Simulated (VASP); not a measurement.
Crystal: CdTe.

```xyz
2
Lattice="0.0000 3.2050 3.2050 3.2050 0.0000 3.2050 3.2050 3.2050 0.0000" Properties=species:S:1:pos:R:3 pbc="T T T"
Te    4.8075    4.8075    4.8075
Cd    0.0000    0.0000    0.0000
```

- Program: VASP 6.6.1
- Task: relaxation of cell and atoms
- Functional: revPBE
- Dispersion: D4
- Potentials or basis: VASP PAW PBE potentials, release 64 (Te, Cd)
- Cutoff: 600 eV
- k mesh: 7 × 7 × 7
- Occupations: fermi-dirac, width 0.05 eV
- Spin: no spin polarisation

At the start: pressure 2.2 GPa; volume 32.92 Å³/atom.

How do energy, volume and symmetry change on relaxing?

Over 3 steps the energy falls by 11.1 meV/atom and the volume is 34.60 Å³/atom (+5.1 %); space group F-43m (No. 216, to 0.05 Å).

The path:
```tsv
step	energy change (eV)	largest force (eV/Å)	pressure (GPa)	volume (Å³)
1	0.0000	0.0000	2.22	65.84
2	-0.0202	0.0000	-0.56	70.28
3	-0.0221	0.0000	0.00	69.21
```

Final structure:
```xyz
2
Lattice="0.0000 3.2587 3.2587 3.2587 0.0000 3.2587 3.2587 3.2587 0.0000" Properties=species:S:1:pos:R:3 pbc="T T T"
Te    4.8880    4.8880    4.8880
Cd    0.0000    0.0000    0.0000
```

Caveat: the PAW data sets were made with another functional, which shifts forces and pressure a little.
